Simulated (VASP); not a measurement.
Wanted: the native input for a VASP 6.6.1 run.

| Quantity | Value |
| --- | --- |
| Task | relaxation of cell and atoms |
| Functional | PBE |
| Potentials or basis | VASP PAW PBE potentials, release 64 (Ba_sv, Zr_sv, O) |
| Cutoff | 600 eV |
| k mesh | 6 × 6 × 6 |
| Occupations | gaussian, width 0.02 eV |
| Spin | no spin polarisation |
| Dipole correction | no |
| Further INCAR settings | ALGO = Normal; EDIFF = 1e-07; IBRION = 2; EDIFFG = -0.02; NSW = 70; ISIF = 3 |

The structure of BaZrO3 lies in POSCAR:

```
BaZrO3
1.0
    4.2266940005      0.0000000000      0.0000000000
    0.0000000000      4.2266940005      0.0000000000
    0.0000000000      0.0000000000      4.2266940005
Ba Zr O
1 1 3
Direct
    0.0000000000      0.0000000000      0.0000000000
    0.5000000000      0.5000000000      0.5000000000
    0.0000000000      0.5000000000      0.5000000000
    0.5000000000      0.0000000000      0.5000000000
    0.5000000000      0.5000000000      0.0000000000
```

One way to write it, as run:

INCAR

```
PREC     = Accurate       # precision mode
ENCUT    = 600            # plane-wave cutoff, eV
EDIFF    = 1E-7           # SCF threshold, eV
ISMEAR   = 0              # smearing method
SIGMA    = 0.02           # smearing width, eV
LREAL    = False          # projectors in reciprocal space
LASPH    = True           # aspherical terms in the spheres
NELM     = 60             # most SCF steps
ALGO     = Normal         # electronic algorithm
ISIF     = 3              # what is computed and relaxed
LWAVE    = False          # write WAVECAR
LCHARG   = False          # write CHGCAR
GGA      = PE             # functional
IBRION   = 2              # ionic algorithm
NSW      = 70             # ionic steps
EDIFFG   = -0.02          # ionic threshold
```

KPOINTS

```
Automatic mesh
0
Gamma
  6 6 6
```

Potentials or basis: VASP PAW PBE potentials, release 64 (Ba_sv, Zr_sv, O).

Command:

```sh
$ cat potpaw_PBE.64/Ba_sv/POTCAR potpaw_PBE.64/Zr_sv/POTCAR potpaw_PBE.64/O/POTCAR > POTCAR
$ mpirun -np 1 vasp_std > vasp.out
```

Results of the run:

```json
{
  "Relaxed volume": "15.19 Å³/atom",
  "Relaxed cell": "a = 4.235 Å, b = 4.235 Å, c = 4.235 Å, α = 90.00°, β = 90.00°, γ = 90.00°",
  "Space group after relaxing (to 0.05 Å)": "Pm-3m (No. 221)",
  "Energy gained by relaxing": "0.2 meV/atom",
  "Ionic steps": "3",
  "Pressure after relaxing": "0.0 GPa",
  "Band gap on the k mesh": "3.12 eV, indirect (least direct gap 3.38 eV)"
}
```

Caveat: spin-orbit coupling is left out, which moves the levels of the heavy elements.

Wall time 69 s on 1 thread of AMD EPYC 9R45 96-Core Processor (Zen 5) (shared host), peak memory 0.21 GiB.
